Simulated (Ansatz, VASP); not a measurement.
One calculation of Ti, two programs

```
CELL_PARAMETERS angstrom
0.00000 1.53441 1.53441
1.53441 0.00000 1.53441
1.53441 1.53441 0.00000
ATOMIC_POSITIONS crystal
Ti 0.00000 0.00000 0.00000
```

Change from the starting cell: volume scaled by 0.45, LAPW.

Alike in both runs: task single point; functional LDA; k mesh 18 × 18 × 18; occupations fermi-dirac, width 0.1 eV; no spin polarisation.

|  | VASP | Ansatz |
| --- | --- | --- |
| version | VASP 6.6.1 | Ansatz 0.2.0 |
| potentials or method | VASP PAW LDA potentials, release 64 (Ti_sv), cutoff 520 eV | all-electron LAPW, scalar-relativistic |

Ansatz gave:

| Item | Value |
| --- | --- |
| pressure (GPa) | 326.9 |

Question: Which values does VASP return?

Answer: Pressure (GPa): 337.9.

LDA's correlation is that of Perdew and Zunger in VASP and of Perdew and Wang (1992) in Ansatz. Both programs put the cell under a high pressure, so it lies far from rest at this level. Ansatz ran all-electron here, and VASP with PAW potentials.

Noted on VASP's run: the cell as given lies far from equilibrium.
